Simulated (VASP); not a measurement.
A run of VASP 6.6.1 is set up as follows.

The input INCAR:

```
PREC = Accurate ; ENCUT = 520
EDIFF = 1E-6 ; ISMEAR = 0
SIGMA = 0.15 ; LREAL = False
LASPH = True ; NELM = 100
ALGO = Fast ; ISIF = 2
LWAVE = False ; LCHARG = True
GGA = PS ; LELF = True
LVHAR = True ; NBANDS = 14
```

KPOINTS

```
Automatic mesh
0
Gamma
  16 16 16
```

Contents of POSCAR:

```
AlCu
1.0
    2.9975090000      0.0000000000      0.0000000000
    0.0000000000      2.9975090000      0.0000000000
    0.0000000000      0.0000000000      2.9975090000
Al Cu
1 1
Direct
   -0.0417012926      0.0000000000      0.0000000000
    0.5000000000      0.5000000000      0.5000000000
```

Potentials or basis: VASP PAW PBE potentials, release 64 (Al, Cu).

Command:

```bash
$ cat potpaw_PBE.64/Al/POTCAR potpaw_PBE.64/Cu/POTCAR > POTCAR
$ mpirun -np 1 vasp_std > vasp.out
```

Q: What does it give for the pressure?

A: -4.6 GPa.

Q: Predict the largest force.

A: 0.464 eV/Å.

Stress tensor (GPa, compression positive):
```
-4.95  0.00  0.00
 0.00 -4.44  0.00
 0.00  0.00 -4.44
```

Caveat: the cell differs from its parent crystal (all Al atoms moved +0.125 Å, as atom 1 towards its neighbour atom 1 (Al) at 2.998 Å); the PAW data sets were made with another functional, which shifts forces and pressure a little.
